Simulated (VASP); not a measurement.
# La (P6_3/mmc) in VASP: notebook

The runs below take La through single point, relaxation of cell and atoms, with PBE.

Program: VASP 6.6.1. These are calculated values, not measurements. Logs are shortened: lines on timing, memory, paths and dates and some standing lists are left out, and cuts for length are marked.

## 1. The cell of the first run

It takes space group P6_3/mmc (No. 194, hexagonal). The conventional cell has a = 3.772 Å, b = 3.772 Å, c = 6.101 Å, α = 90.00°, β = 90.00°, γ = 120.00°. Within 4.9 Å of La (site symmetry -6m2) lie 12 La at 3.75 to 3.77 Å.

## 2. Single point, PBE

Contents of INCAR:

```
ALGO     = Normal         # electronic algorithm
EDIFF    = 1E-6           # SCF threshold, eV
ENCUT    = 520            # plane-wave cutoff, eV
GGA      = PE             # functional
ISIF     = 2              # what is computed and relaxed
ISMEAR   = -1             # smearing method
LASPH    = T              # aspherical terms in the spheres
LCHARG   = F              # write CHGCAR
LREAL    = F              # projectors in reciprocal space
LWAVE    = F              # write WAVECAR
NBANDS   = 18             # bands
NELM     = 100            # most SCF steps
PREC     = Accurate       # precision mode
SIGMA    = 0.05           # smearing width, eV
```

Contents of KPOINTS:

```
k-points
0
Gamma
  13 13 7
```

Contents of POSCAR:

```
La
1.0
    3.7723445511      0.0000000000      0.0000000000
   -1.8861722756      3.2669462131      0.0000000000
    0.0000000000      0.0000000000      6.1014242365
La
2
Direct
    0.3333333333      0.6666666667      0.2500000000
    0.6666666667      0.3333333333      0.7500000000
```

Potentials or basis: VASP PAW PBE potentials, release 64 (La).

On the command line:

```console
$ cat potpaw_PBE.64/La/POTCAR > POTCAR
$ mpirun -np 1 vasp_std > vasp.out
```

OUTCAR:

```text
EDIFF = 1E-6
   ENCUT = 520
   GGA = PE
   ISIF = 2
   ISMEAR = -1
   LASPH = T
   LREAL = F
   NELM = 100
   PREC = Accurate

 ion  position               nearest neighbor table
   1  0.333  0.667  0.250-
   2  0.667  0.333  0.750-

  LATTYP: Found a hexagonal cell.
 ALAT       =     3.7723445511
 C/A-ratio  =     1.6174090553

  Lattice vectors:

 A1 = (   3.7723445511,   0.0000000000,   0.0000000000)
 A2 = (  -1.8861722756,   3.2669462131,   0.0000000000)
 A3 = (   0.0000000000,   0.0000000000,   6.1014242365)

Analysis of symmetry for initial positions (statically):
=====================================================================
 Subroutine PRICEL returns:
 Original cell was already a primitive cell.

 Routine SETGRP: Setting up the symmetry group for a
 hexagonal supercell.

 Subroutine GETGRP returns: Found 24 space group operations
 (whereof 12 operations were pure point group operations)
 out of a pool of 24 trial point group operations.

The static configuration has the point symmetry D_3d.
 The point group associated with its full space group is D_6h.

Analysis of symmetry for dynamics (positions and initial velocities):
=====================================================================
 Subroutine PRICEL returns:
 Original cell was already a primitive cell.

 Routine SETGRP: Setting up the symmetry group for a
 hexagonal supercell.

 Subroutine GETGRP returns: Found 24 space group operations
 (whereof 12 operations were pure point group operations)
 out of a pool of 24 trial point group operations.

The dynamic configuration has the point symmetry D_3d.
 The point group associated with its full space group is D_6h.

 Subroutine INISYM returns: Found 24 space group operations
 (whereof 12 operations are pure point group operations),
 and found     1 'primitive' translations

----------------------------------------------------------------------------------------

                                     Primitive cell

  volume of cell :      75.1942

  direct lattice vectors                    reciprocal lattice vectors
     3.772344551  0.000000000  0.000000000     0.265087133  0.153048127  0.000000000
    -1.886172276  3.266946213  0.000000000     0.000000000  0.306096255  0.000000000
     0.000000000  0.000000000  6.101424236     0.000000000  0.000000000  0.163896160

[... 73 lines left out ...]
 SYSTEM =  unknown system
   PREC   = accura    normal or accurate (medium, high low for compatibility)
   ISTART =      0    job   : 0-new  1-cont  2-samecut
   ICHARG =      2    charge: 1-file 2-atom 10-const
   ISPIN  =      1    spin polarized calculation?
   LNONCOLLINEAR =      F non collinear calculations
   LSORBIT =      F    spin-orbit coupling
   LASPH  =      T    aspherical Exc in radial PAW
   ENCUT  =  520.0 eV  38.22 Ry    6.18 a.u.   7.01  7.01 11.34*2*pi/ulx,y,z
   NELM   =    100;   NELMIN=  2; NELMDL= -5     # of ELM steps
   EDIFF  = 0.1E-05   stopping-criterion for ELM
   LREAL  =      F    real-space projection
   EDIFFG = 0.1E-04   stopping-criterion for IOM
   NSW    =      0    number of steps for IOM
   IBRION =     -1    ionic relax: 0-MD 1-quasi-New 2-CG
   NFREE  =      0    steps in history (QN), initial steepest desc. (CG)
   ISIF   =      2    stress and relaxation
   ISYM   =      2    0-nonsym 1-usesym 2-fastsym
   POTIM  = 0.5000    time-step for ionic-motion
   TEBEG  =    0.0;   TEEND  =   0.0 temperature during run
   PSTRESS=    0.0 pullay stress
   NELECT =      22.0000    total number of electrons
   NUPDOWN=      -1.0000    fix difference up-down
   EMIN   =  10.00;   EMAX   =-10.00  energy-range for DOS
   EFERMI =   0.00;   METHOD = LEGACY
   ISMEAR =    -1;   SIGMA  =   0.05  broadening in eV -4-tet -1-fermi 0-gaus
   EFERMI_NEDOS =   21; number of points for ismear=-14 and -15
   IALGO  =     38    algorithm
   IMIX   =      4    mixing-type and parameters
     AMIX     =   0.40;   BMIX     =  1.00
     AMIX_MAG =   1.60;   BMIX_MAG =  1.00
  volume/ion in A,a.u.               =      37.60       253.72
  Fermi-wavevector in a.u.,A,eV,Ry     =   1.086811  2.053776 16.070646  1.181159
  Thomas-Fermi vector in A             =   2.222957
   LORBIT       =      0    0 simple, 1 ext, 2 COOP (PROOUT), +10 PAW based schemes
   GGA     = PE    functional components
   LHFCALC =     F    Hartree Fock is set to
   AEXX    =    0.0000 exact exchange contribution
   IVDW    =     0    specifies the selected vdW correction
   LEPSILON=     F    determine dielectric tensor
   LRPA    =     F    only Hartree local field effects (RPA)
 non-spin polarized calculation
  energy-cutoff  :      520.00
  volume of cell :       75.19
 maximum number of plane-waves:      2039
 NGX is ok and might be reduce to    28
   NGX = 13   NGY = 13   NGZ = 23

 number of electron      21.9999997 magnetization

 Free energy of the ion-electron system (eV)
  ---------------------------------------------------
  ext. energy  EPLUGINS =         0.00000000
  ---------------------------------------------------
  free energy    TOTEN  =        -9.73385694 eV

  energy without entropy =       -9.70462306  energy(sigma->0) =       -9.71924000

 E-fermi :   7.7370     XC(G=0):  -9.5115

 val. band max:        7.7340230070   @ k =   0.3846   0.2308   0.4286
 cond. band min:       7.7399290669   @ k =   0.3846   0.0000   0.2857
 fundamental gap:      0.0059060599
 Fermi energy:         7.7369575582

 k-point     1 :       0.0000    0.0000    0.0000
  band No.  band energies     occupation
      1     -25.1381      2.00000
      2     -24.9451      2.00000
      3      -9.4924      2.00000
      4      -8.3468      2.00000
      5      -8.3468      2.00000
      6      -8.1681      2.00000
[... 481 lines left out ...]
      5      -8.4455      2.00000
      6      -8.4075      2.00000
[... 10 lines left out ...]
     17       9.4668      0.00000
     18       9.5003      0.00000

 [... further k-points ...]
[... 5 lines left out ...]
  --------------------------------------------------------------------------------------
  -------------------------------------------------------------------------------------
  Total        0.0370471      0.0370471      0.0303767     -0.0000000      0.0000000      0.0000000
  in kB        0.7893702      0.7893702      0.6472410     -0.0000000      0.0000000      0.0000000
  external PRESSURE =       0.7419938 kB  Pullay stress =       0.0000000 kB

 VOLUME and BASIS-vectors are now :
 -----------------------------------------------------------------------------
  energy-cutoff  :      520.00
  volume of cell :       75.19
      direct lattice vectors                 reciprocal lattice vectors
     3.772344551  0.000000000  0.000000000     0.265087133  0.153048127  0.000000000
    -1.886172276  3.266946213  0.000000000     0.000000000  0.306096255  0.000000000
     0.000000000  0.000000000  6.101424236     0.000000000  0.000000000  0.163896160

 POSITION                                       TOTAL-FORCE (eV/Angst)
 -----------------------------------------------------------------------------------
     -0.00000      2.17796      1.52536        -0.000000      0.000000      0.000000
      1.88617      1.08898      4.57607         0.000000      0.000000      0.000000
 -----------------------------------------------------------------------------------
    total drift:                               -0.000000      0.000000     -0.000000

  FREE ENERGIE OF THE ION-ELECTRON SYSTEM (eV)
  ---------------------------------------------------
  free  energy   TOTEN  =        -9.7338569435 eV

  energy  without entropy=       -9.7046230555  energy(sigma->0) =       -9.71924000
```

OSZICAR:

```text
N       E                     dE             d eps       ncg     rms          rms(c)
DAV:   1     0.250347266212E+03    0.25035E+03   -0.80135E+03  3048   0.167E+03
DAV:   2     0.261987016270E+02   -0.22415E+03   -0.22122E+03  4328   0.301E+02
DAV:   3    -0.630355753485E+01   -0.32502E+02   -0.31823E+02  5036   0.134E+02
DAV:   4    -0.945567119187E+01   -0.31521E+01   -0.31178E+01  6024   0.368E+01
DAV:   5    -0.969608934984E+01   -0.24042E+00   -0.23998E+00  4854   0.988E+00    0.328E+00
DAV:   6    -0.972886912272E+01   -0.32780E-01   -0.47926E-01  6040   0.482E+00    0.167E+00
DAV:   7    -0.972634227481E+01    0.25268E-02   -0.53013E-02  4936   0.180E+00    0.509E-01
DAV:   8    -0.973068379301E+01   -0.43415E-02   -0.24828E-02  6000   0.121E+00    0.218E-01
DAV:   9    -0.973004710995E+01    0.63668E-03   -0.53926E-04  4864   0.191E-01    0.244E-01
DAV:  10    -0.973375513231E+01   -0.37080E-02   -0.13281E-02  5160   0.818E-01    0.784E-02
DAV:  11    -0.973385057797E+01   -0.95446E-04   -0.89027E-04  6048   0.247E-01    0.725E-02
DAV:  12    -0.973384562432E+01    0.49536E-05   -0.44253E-05  4824   0.544E-02    0.653E-02
DAV:  13    -0.973385916357E+01   -0.13539E-04   -0.23369E-04  5760   0.159E-01    0.141E-02
DAV:  14    -0.973385980664E+01   -0.64307E-06   -0.18513E-05  5160   0.487E-02    0.862E-03
DAV:  15    -0.973385697713E+01    0.28295E-05   -0.29232E-06  4160   0.224E-02    0.438E-03
DAV:  16    -0.973385694349E+01    0.33641E-07   -0.34812E-07  3848   0.153E-02
   1 F= -.97338569E+01 E0= -.97192400E+01  d E =-.292339E-01
```

stdout:

```text
POSCAR found type information on POSCAR La
 POSCAR found :  1 types and       2 ions
 scaLAPACK will be used
 LDA part: xc-table for (Slater+PW92), standard interpolation
 POSCAR, INCAR and KPOINTS ok, starting setup
 FFT: planning ... GRIDC
 FFT: planning ... GRID_SOFT
 FFT: planning ... GRID
 WAVECAR not read
 entering main loop
```

Run time: 83 s. Hardware: 1 thread of Intel Xeon 6975P-C (Granite Rapids), shared host; peak memory 0.27 GiB.

What came out:

```yaml
Free_energy: -9.7339 eV
Pressure: 0.1 GPa
Band_gap_on_the_k_mesh: zero (band 11 reaches 8.84 eV, above the bottom of band 12 at 7.52 eV)
```

Caveat: spin-orbit coupling is left out, which moves the levels of the heavy elements.

## 3. Relaxation of cell and atoms, PBE

Contents of INCAR:

```
PREC = Accurate ; ENCUT = 600
EDIFF = 1E-6 ; ISMEAR = -1
SIGMA = 0.05 ; LREAL = False
LASPH = True ; NELM = 100
ALGO = Normal ; ISIF = 3
LWAVE = False ; LCHARG = False
GGA = PE ; IBRION = 2
NSW = 45 ; EDIFFG = -0.005
```

Contents of KPOINTS:

```
regular mesh
0
Gamma
  13 13 7
```

POSCAR is that of step 2.

Potentials or basis: VASP PAW PBE potentials, release 64 (La).

On the command line:

```console
$ cat potpaw_PBE.64/La/POTCAR > POTCAR
$ mpirun -np 1 vasp_std > vasp.out
```

OUTCAR:

```text
PREC = Accurate
   ENCUT = 600
   EDIFF = 1E-6
   ISMEAR = -1
   LREAL = False
   LASPH = True
   NELM = 100
   ISIF = 3
   GGA = PE
   IBRION = 2
   NSW = 45
   EDIFFG = -0.005

 ion  position               nearest neighbor table
   1  0.333  0.667  0.250-
   2  0.667  0.333  0.750-

  LATTYP: Found a hexagonal cell.
 ALAT       =     3.7723445511
 C/A-ratio  =     1.6174090553

  Lattice vectors:

 A1 = (   3.7723445511,   0.0000000000,   0.0000000000)
 A2 = (  -1.8861722756,   3.2669462131,   0.0000000000)
 A3 = (   0.0000000000,   0.0000000000,   6.1014242365)

Analysis of symmetry for initial positions (statically):
=====================================================================
 Subroutine PRICEL returns:
 Original cell was already a primitive cell.

 Routine SETGRP: Setting up the symmetry group for a
 hexagonal supercell.

 Subroutine GETGRP returns: Found 24 space group operations
 (whereof 12 operations were pure point group operations)
 out of a pool of 24 trial point group operations.

The static configuration has the point symmetry D_3d.
 The point group associated with its full space group is D_6h.
[... 171 lines left out ...]
  Total        0.0309439      0.0309439      0.0257536     -0.0000000      0.0000000     -0.0000000
  in kB        0.6593279      0.6593279      0.5487358     -0.0000000      0.0000000     -0.0000000
  external PRESSURE =       0.6224639 kB  Pullay stress =       0.0000000 kB
[... 167 lines left out ...]
--------------------------------------- Ionic step        6  -------------------------------------------

 number of electron      21.9999999 magnetization

 Free energy of the ion-electron system (eV)
  ---------------------------------------------------
  ext. energy  EPLUGINS =         0.00000000
  ---------------------------------------------------
  free energy    TOTEN  =        -9.73540597 eV

  energy without entropy =       -9.70608597  energy(sigma->0) =       -9.72074597

 E-fermi :   7.7107     XC(G=0):  -9.5003

 val. band max:        7.7087365137   @ k =   0.3846   0.2308   0.4286
 cond. band min:       7.7150192224   @ k =   0.3846   0.0000   0.2857
 fundamental gap:      0.0062827087
 Fermi energy:         7.7107477170

 k-point     1 :       0.0000    0.0000    0.0000
  band No.  band energies     occupation
      1     -25.1689      2.00000
      2     -24.9777      2.00000
      3      -9.5169      2.00000
      4      -8.3808      2.00000
      5      -8.3808      2.00000
      6      -8.2032      2.00000
      7      -8.2032      2.00000
      8      -8.1707      2.00000
      9       4.5338      2.00000
     10       5.9845      2.00000
     11       8.8117      0.00000
     12       9.0307      0.00000
     13       9.0307      0.00000
     14       9.2401      0.00000
[... 401 lines left out ...]
      2     -24.9708      2.00000
      3      -9.3766      2.00000
      4      -8.5958      2.00000
      5      -8.4781      2.00000
      6      -8.4410      2.00000
      7      -8.2452      2.00000
      8      -8.2402      2.00000
      9       5.2379      2.00000
     10       6.5217      2.00000
     11       8.1037      0.00077
     12       8.3264      0.00001
     13       8.7027      0.00000
     14       9.1199      0.00000
     15       9.2054      0.00000

 [... further k-points ...]
[... 5 lines left out ...]
  --------------------------------------------------------------------------------------
  -------------------------------------------------------------------------------------
  Total       -0.0005566     -0.0005566     -0.0081305      0.0000000      0.0000000      0.0000000
  in kB       -0.0118269     -0.0118269     -0.1727543      0.0000000      0.0000000      0.0000000
  external PRESSURE =      -0.0654694 kB  Pullay stress =       0.0000000 kB
[... 17 lines left out ...]
  FREE ENERGIE OF THE ION-ELECTRON SYSTEM (eV)
  ---------------------------------------------------
  free  energy   TOTEN  =        -9.7354059707 eV

  energy  without entropy=       -9.7060859713  energy(sigma->0) =       -9.72074597

 reached required accuracy - stopping structural energy minimisation
```

CONTCAR:

```text
La
   1.00000000000000
     3.7762226451529410   -0.0000000000000594   -0.0000000000000000
    -1.8881113226265731    3.2703047410682022   -0.0000000000000000
    -0.0000000000000000   -0.0000000000000000    6.1059599334593369
  La
     2
Direct
     0.3333333332999970    0.6666666667000030    0.2500000000000000
     0.6666666667000030    0.3333333332999970    0.7500000000000000

  0.00000000E+00  0.00000000E+00  0.00000000E+00
  0.00000000E+00  0.00000000E+00  0.00000000E+00
```

It took 3.6 min on 1 thread of Intel Xeon 6975P-C (Granite Rapids), shared host; peak memory 0.3 GiB.

What came out:

```
Free energy                            : -9.7354 eV
Relaxed volume                         : 37.70 Å³/atom
Relaxed cell                           : a = 3.776 Å, b = 3.776 Å, c = 6.106 Å, α = 90.00°, β = 90.00°, γ = 120.00°
Space group after relaxing (to 0.05 Å) : P6_3/mmc (No. 194)
Energy gained by relaxing              : 0.0 meV/atom
Ionic steps                            : 6
Pressure after relaxing                : 0.0 GPa
Band gap on the k mesh                 : zero (band 11 reaches 8.81 eV, above the bottom of band 12 at 7.50 eV)
```

Final structure:
```
La
1.0
     3.77622    0.00000    0.00000
    -1.88811    3.27030    0.00000
     0.00000    0.00000    6.10596
La
2
Direct
  0.33333 0.66667 0.25000
  0.66667 0.33333 0.75000
```

Caveat: spin-orbit coupling is left out, which moves the levels of the heavy elements.
